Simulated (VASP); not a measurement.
Runs of VASP 6.6.1 on TiS2. The structure is that of space group P-3m1 (No. 164), or close to it. The cells are those of the table. 

| cell | gap on the mesh (eV) | pressure (GPa) | largest force (eV/Å) |
| --- | --- | --- | --- |
| a = 3.412, b = 3.412, c = 5.809 Å, angles 90.0, 90.0, 120.0°, 3 atoms | none | -5.3 | 0.58 |
| a = 3.480, b = 3.480, c = 5.695 Å, angles 90.0, 90.0, 120.0°, 3 atoms | none | -6.9 | 0.57 |
| a = 3.412, b = 3.412, c = 5.866 Å, angles 90.0, 90.0, 120.0°, 3 atoms | none | (a) | 0.73 |
| a = 3.412, b = 3.412, c = 5.752 Å, angles 90.0, 90.0, 120.0°, 3 atoms | none | -4.5 | 0.42 |

Alike in all rows: task electric field gradients; level PBEsol; potentials or basis VASP PAW PBE potentials, release 64 (Ti_sv, S); no spin polarisation; k mesh 14 × 14 × 7; cutoff (eV) 400; smearing fermi-dirac 0.05 eV.

Estimate the missing entries.

(a) -6.1.

Caveats: the cell stands under tension; the PAW data sets were made with another functional, which shifts forces and pressure a little; this functional lacks dispersion, which binds the layers, so the pressure and a relaxed spacing across them are unreliable (at least some runs).

A gap of «none» marks levels without a gap at the run's occupations.
